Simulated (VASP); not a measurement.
Write the native input for VASP 6.6.1 that does the following.

| Property | Result |
| --- | --- |
| Task | single point |
| Functional | revPBE |
| Dispersion | D4 |
| Potentials or basis | VASP PAW PBE potentials, release 64 (Ti_sv, O) |
| Cutoff | 520 eV |
| k mesh | 8 × 8 × 4 |
| Occupations | fermi-dirac, width 0.05 eV |
| Spin | no spin polarisation |
| Dipole correction | no |
| Further INCAR settings | ALGO = Normal; EDIFF = 1e-06; NBANDS = 60 |

The structure of TiO2 lies in POSCAR:

```
TiO2
1.0
    6.0704105496     -1.8580131025      0.0000000000
    6.0704105496      1.8580131025      0.0000000000
   -1.9022644521      0.0000000000      6.2434298064
Ti O
4 8
Direct
    0.9000710000      0.9000710000      0.2896020000
    0.1952860000      0.1952860000      0.2837620000
    0.0999290000      0.0999290000      0.7103980000
    0.8047140000      0.8047140000      0.7162380000
    0.3619310000      0.3619310000      0.2933970000
    0.2634885000      0.2634885000      0.6525000000
    0.8671885000      0.8671885000      0.9952910000
    0.7365115000      0.7365115000      0.3475000000
    0.9416475000      0.9416475000      0.6300210000
    0.1328115000      0.1328115000      0.0047090000
    0.6380690000      0.6380690000      0.7066030000
    0.0583525000      0.0583525000      0.3699790000
```

These files were run (other wordings do the same):

INCAR

```
  PREC = Accurate
  ENCUT = 520
  EDIFF = 1E-6
  ISMEAR = -1
  SIGMA = 0.05
  LREAL = False
  LASPH = True
  NELM = 100
  ALGO = Normal
  ISIF = 2
  LWAVE = False
  LCHARG = False
  GGA = RE
  IVDW = 13
  NBANDS = 60
```

KPOINTS

```
Automatic mesh
0
Gamma
  8 8 4
```

Potentials or basis: VASP PAW PBE potentials, release 64 (Ti_sv, O).

Command:

```sh
$ cat potpaw_PBE.64/Ti_sv/POTCAR potpaw_PBE.64/O/POTCAR > POTCAR
$ mpirun -np 1 vasp_std > vasp.out
```

It gave:

```json
{
  "Pressure": "3.8 GPa",
  "Largest force": "0.139 eV/Å",
  "Band gap on the k mesh": "2.90 eV (least direct gap 3.07 eV)",
  "Dispersion energy per atom": "-0.375 eV"
}
```

Caveat: the cell stands under pressure; the PAW data sets were made with another functional, which shifts forces and pressure a little.

It took 37 min on 1 thread of Intel Xeon 8259CL, with other jobs on the host, peak memory 0.64 GiB.
